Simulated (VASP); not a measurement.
A run of VASP 6.6.1:

The input POSCAR:

```
CaO
1.0
    0.0000000000      2.6067317416      2.6067317416
    2.6067317416      0.0000000000      2.6067317416
    2.6067317416      2.6067317416      0.0000000000
Ca O
1 1
Direct
    0.0000000000      0.0000000000      0.0000000000
    0.2500000000      0.2500000000      0.2500000000
```

INCAR.step1

```
PREC     = Accurate       # precision mode
ENCUT    = 520            # plane-wave cutoff, eV
EDIFF    = 1E-5           # SCF threshold, eV
ISMEAR   = 0              # smearing method
SIGMA    = 0.01           # smearing width, eV
LREAL    = F              # projectors in reciprocal space
LASPH    = T              # aspherical terms in the spheres
NELM     = 60             # most SCF steps
ALGO     = Normal         # electronic algorithm
ISIF     = 2              # what is computed and relaxed
LWAVE    = T              # write WAVECAR
NBANDS   = 15             # bands
GGA      = PE             # functional
```

Contents of INCAR.step2:

```
PREC     = Accurate       # precision mode
ENCUT    = 520            # plane-wave cutoff, eV
EDIFF    = 1E-7           # SCF threshold, eV
ISMEAR   = 0              # smearing method
SIGMA    = 0.01           # smearing width, eV
LREAL    = F              # projectors in reciprocal space
LASPH    = T              # aspherical terms in the spheres
NELM     = 60             # most SCF steps
ALGO     = Normal         # electronic algorithm
ISIF     = 2              # what is computed and relaxed
LWAVE    = F              # write WAVECAR
LCHARG   = T              # write CHGCAR
GGA      = PE             # functional
LHFCALC  = T              # exact exchange
AEXX     = 0.2            # exact-exchange fraction
HFSCREEN = 0.3            # screening, 1/A
PRECFOCK = Normal       
LELF     = T              # ELF
LVHAR    = T            
NBANDS   = 15             # bands
ISTART   = 1
```

The input KPOINTS:

```
regular mesh
0
Gamma
  4 4 4
```

Potentials or basis: VASP PAW PBE potentials, release 64 (Ca_sv, O).

The run is started by

```sh
$ cat potpaw_PBE.64/Ca_sv/POTCAR potpaw_PBE.64/O/POTCAR > POTCAR
$ cp INCAR.step1 INCAR
$ mpirun -np 1 vasp_std > vasp.out
$ cp INCAR.step2 INCAR
$ mpirun -np 1 vasp_std > vasp.out
```

Hardware: 1 thread of Oxide Virtual Turin-like Processor, with other jobs on the host.

Estimate the wall time of this run.

Run time: 9.2 min on 1 thread of Oxide Virtual Turin-like Processor, on a shared host, peak memory 0.24 GiB. Counts: k points 8.
